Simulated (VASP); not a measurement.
A run of VASP 6.6.1:

File INCAR:

```
  ALGO = Normal
  EDIFF = 1E-6
  EDIFFG = -0.005
  ENCUT = 600
  GGA = PE
  IBRION = 2
  ISIF = 3
  ISMEAR = -1
  LASPH = True
  LCHARG = False
  LREAL = False
  LWAVE = False
  NELM = 80
  NSW = 60
  PREC = Accurate
  SIGMA = 0.1
```

Contents of KPOINTS:

```
k-points
0
Gamma
  12 12 12
```

Contents of POSCAR:

```
InSb
1.0
    0.0000000000      2.9473523161      2.9473523161
    2.9473523161      0.0000000000      2.9473523161
    2.9473523161      2.9473523161      0.0000000000
In Sb
1 1
Direct
    0.0000000000      0.0000000000      0.0000000000
    0.5000000000      0.5000000000      0.5000000000
```

Potentials or basis: VASP PAW PBE potentials, release 64 (In_d, Sb).

Command:

```sh
$ cat potpaw_PBE.64/In_d/POTCAR potpaw_PBE.64/Sb/POTCAR > POTCAR
$ mpirun -np 1 vasp_std > vasp.out
```

Hardware: 1 thread of Intel Xeon 8259CL, on a shared host.

Q: How long does it take, and how much memory?

A: It took 5.2 min on 1 thread of Intel Xeon 8259CL (shared host), peak memory 0.25 GiB. Counts: scf iterations 43, k points 72, ion steps 5.
